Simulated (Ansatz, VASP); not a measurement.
One calculation of Te2Mo, two programs

```
CELL_PARAMETERS angstrom
3.41782 0.00000 0.00000
-1.70891 2.95992 0.00000
0.00000 0.00000 16.82310
ATOMIC_POSITIONS crystal
Te 0.33333 0.66667 0.89786
Te 0.33333 0.66667 0.10214
Mo 0.00000 0.00000 0.00000
```

Change from the starting cell: strain -0.040 along x and y, -0.040 along z, atoms carried along.

Alike in both runs: task single point; functional LDA; k mesh 12 × 12 × 2; occupations gaussian, width 0.05 eV; no spin polarisation.

|  | VASP | Ansatz |
| --- | --- | --- |
| version | VASP 6.6.1 | Ansatz 0.2.0 |
| potentials or method | VASP PAW LDA potentials, release 64 (Te, Mo_sv), cutoff 520 eV | scalar-relativistic, plane waves, PAW |
| valence electrons in the cell | 26 | 46 |

Ansatz gave:

```
gap on the k mesh at the Fermi level (eV) : 1.25
least direct gap on the mesh (eV)         : 1.25
rms of the force components (eV/Å)        : 0.753
```

Question: What did VASP give for the same quantities?

Answer: gap on the k mesh at the Fermi level (eV): 1.25; least direct gap on the mesh (eV): 1.25; rms of the force components (eV/Å): 0.788.

LDA's correlation is that of Perdew and Zunger in VASP and of Perdew and Wang (1992) in Ansatz. Atom by atom the forces differ by 0.035 eV/Å (rms over components). VASP's potentials hold 26 valence electrons a cell and Ansatz's 46, so a difference there can come from the potentials and not from the codes.

Neither program's run includes spin-orbit coupling.
